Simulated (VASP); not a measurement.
Write the native input for VASP 6.6.1 that does the following.

* Task: single point
* Functional: PBE
* Potentials or basis: VASP PAW PBE potentials, release 64 (La, O)
* Cutoff: 520 eV
* k mesh: 6 × 6 × 2
* Occupations: gaussian, width 0.1 eV
* Spin: no spin polarisation
* Dipole correction: no
* Further INCAR settings: ALGO = Normal; EDIFF = 1e-06; NBANDS = 28

The structure of La2O3 lies in POSCAR:

```
La2O3
1.0
    4.0117141580     -0.0000000031      0.0000000000
   -2.0058570763      3.4742463751      0.0000000000
    0.0000000000      0.0000000000      7.0663918836
La O
2 3
Direct
    0.0000000000      0.0000000000      0.1947975584
    0.0000000000      0.0000000000      0.8052024416
    0.3333333333      0.6666666667      0.0000000000
    0.6666666667      0.3333333333      0.0000000000
    0.0000000000      0.0000000000      0.5000000000
```

The cell was built from a structure type or drawn by symmetry, and may not be a known phase.

One way to write it, as run:

INCAR

```
PREC = Accurate
ENCUT = 520
EDIFF = 1E-6
ISMEAR = 0
SIGMA = 0.1
LREAL = False
LASPH = True
NELM = 60
ALGO = Normal
ISIF = 2
LWAVE = False
LCHARG = False
GGA = PE
NBANDS = 28
```

KPOINTS

```
regular mesh
0
Gamma
  6 6 2
```

Potentials or basis: VASP PAW PBE potentials, release 64 (La, O).

The run is started by

```bash
$ cat potpaw_PBE.64/La/POTCAR potpaw_PBE.64/O/POTCAR > POTCAR
$ mpirun -np 1 vasp_std > vasp.out
```

It gave:

* Pressure: 0.0 GPa
* Largest force: 0.014 eV/Å
* Band gap on the k mesh: zero (bands 20 and 21 overlap by 0.30 eV)

Caveat: the k points lie up to 0.44 Å⁻¹ apart; spin-orbit coupling is left out, which moves the levels of the heavy elements.

Wall time 68 s on 1 thread of Intel(R) Xeon(R) Platinum 8488C (Sapphire Rapids), on a shared host, peak memory 0.22 GiB.
